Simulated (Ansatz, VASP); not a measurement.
**SnO: VASP beside Ansatz**

```
CELL_PARAMETERS angstrom
3.64088 0.00000 0.00000
0.00000 3.64088 0.00000
0.00000 0.00000 4.56805
ATOMIC_POSITIONS crystal
Sn 0.00000 0.50000 0.25932
Sn 0.50000 0.00000 0.74068
O 0.50000 0.50000 0.00000
O 0.00000 0.00000 0.00000
```

Change from the starting cell: hydrostatic strain -4.0%.

Alike in both runs: task single point; functional HSE06; k mesh 4 × 4 × 4; occupations fermi-dirac, width 0.02 eV; no spin polarisation.

|  | VASP | Ansatz |
| --- | --- | --- |
| version | VASP 6.6.1 | Ansatz 0.2.0 |
| potentials or method | VASP PAW PBE potentials, release 64 (Sn_d, O) | plane waves, PAW |
| plane-wave cutoff (eV) | 520 | 420 |
| valence electrons in the cell | 40 | 40 |

VASP gave:

- pressure (GPa): 9.3
- traceless stress, the component that is largest in VASP (GPa): -4.04
- rms of the force components (eV/Å): 0.022

Which values does Ansatz return?

Pressure (GPa): 8.8; traceless stress, the component that is largest in VASP (GPa): -4.12; rms of the force components (eV/Å): 0.029.

Atom by atom the forces differ by 0.051 eV/Å (rms over components). Ansatz's warnings: filled band counts differ across k points, stress exchange threshold loose, stress scf threshold loose.

The k mesh is coarse, so the values compare programs but aren't converged.
